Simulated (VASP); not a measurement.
Crystal: Zr.

```
CELL_PARAMETERS angstrom
-1.77758 1.77758 1.77758
1.77758 -1.77758 1.77758
1.77758 1.77758 -1.77758
ATOMIC_POSITIONS crystal
Zr 0.00000 0.00000 0.00000
```

This isn't the form of Zr at room conditions, which is hcp.

| Quantity | Value |
| --- | --- |
| Program | VASP 6.6.1 |
| Task | relaxation of cell and atoms |
| Functional | PBEsol |
| Potentials or basis | VASP PAW PBE potentials, release 64 (Zr_sv) |
| Cutoff | 600 eV |
| k mesh | 17 × 17 × 17 |
| Occupations | fermi-dirac, width 0.05 eV |
| Spin | no spin polarisation |

At the start: pressure -2.6 GPa; volume 22.47 Å³/atom.

Problem. Where does the relaxation end?

Solution. Over 3 steps the energy falls by 5.3 meV/atom and the volume is 21.83 Å³/atom (-2.8 %); space group Im-3m (No. 229, to 0.1 Å) before and after.

The path:
| step | energy change (eV) | largest force (eV/Å) | pressure (GPa) | volume (Å³) |
| --- | --- | --- | --- | --- |
| 1 | 0.0000 | 0.0000 | -2.60 | 22.47 |
| 2 | -0.0014 | 0.0000 | 2.41 | 21.30 |
| 3 | -0.0053 | 0.0000 | 0.00 | 21.83 |

Final structure:
```xyz
1
Lattice="-1.7606 1.7606 1.7606 1.7606 -1.7606 1.7606 1.7606 1.7606 -1.7606" Properties=species:S:1:pos:R:3 pbc="T T T"
Zr    0.0000    0.0000    0.0000
```

Caveat: the PAW data sets were made with another functional, which shifts forces and pressure a little.
